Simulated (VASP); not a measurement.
A run of VASP 6.6.1 is set up as follows.

INCAR

```
SYSTEM = LaGdAl4
PREC = Accurate
ENCUT = 520
EDIFF = 1E-7
ISMEAR = 0
SIGMA = 0.05
LREAL = .False.
LASPH = .True.
NELM = 150
ALGO = Normal
ISIF = 2
LWAVE = .False.
LCHARG = .False.
ISPIN = 2
MAGMOM = 0 0 0 0 7.86 0
LORBIT = 11
LMAXMIX = 6
GGA = PS
NBANDS = 34
```

Contents of KPOINTS:

```
Automatic mesh
0
Gamma
  8 8 8
  0 0 0
```

Contents of POSCAR:

```
LaGdAl4
1.0
    0.0000000000      3.9770344351      3.9770344351
    3.9770344351      0.0000000000      3.9770344351
    3.9770344351      3.9770344351      0.0000000000
Al Gd La
4 1 1
Direct
    0.6249334212      0.1251997365      0.6249334212
    0.6249334212      0.6249334212      0.1251997365
    0.6249334212      0.6249334212      0.6249334212
    0.1251997365      0.6249334212      0.6249334212
    0.2500000000      0.2500000000      0.2500000000
    0.0000000000      0.0000000000      0.0000000000
```

Potentials or basis: VASP PAW PBE potentials, release 64 (Al, Gd, La).

Command:

```bash
$ cat potpaw_PBE.64/Al/POTCAR potpaw_PBE.64/Gd/POTCAR potpaw_PBE.64/La/POTCAR > POTCAR
$ mpirun -np 1 vasp_std > vasp.out
```

What does it give for the site moments?

Al -0.00; Gd +6.90; La +0.07 μB.

What does it give for the pressure?

0.0 GPa.

Caveat: the PAW data sets were made with another functional, which shifts forces and pressure a little. The state reached can hang on the start; a lower one may exist.
